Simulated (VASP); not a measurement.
Here is a VASP 6.6.1 calculation.

File INCAR:

```
ALGO = Fast
EDIFF = 1E-6
ENCUT = 520
GGA = PS
ISIF = 2
ISMEAR = 0
LASPH = T
LCHARG = F
LREAL = F
LWAVE = F
NBANDS = 18
NELM = 60
PREC = Accurate
SIGMA = 0.15
```

File KPOINTS:

```
k-points
0
Gamma
  24 24 12
```

Contents of POSCAR:

```
Cu
1.0
    2.5974490865      0.0000000000      0.0000000000
   -1.2987245433      2.2494568940      0.0000000000
    0.0000000000      0.0000000000      4.1125710000
Cu
2
Direct
    0.3333333333      0.6666666667      0.2500000000
    0.6666666667      0.3333333333      0.7500000000
```

Potentials or basis: VASP PAW PBE potentials, release 64 (Cu).

Run with:

```bash
$ cat potpaw_PBE.64/Cu/POTCAR > POTCAR
$ mpirun -np 1 vasp_std > vasp.out
```

Problem. What does it give for the band gap on the k mesh?

Solution. Zero (band 11 reaches 11.02 eV, above the bottom of band 12 at 5.27 eV).

Problem. Predict the pressure.

Solution. -7.7 GPa.

Stress tensor (GPa, compression positive):
```
-9.53  0.00  0.00
 0.00 -9.53  0.00
 0.00  0.00 -4.11
```

Caveat: the cell differs from its parent crystal (strain +0.025 along x and y, +0.000 along z); the PAW data sets were made with another functional, which shifts forces and pressure a little.
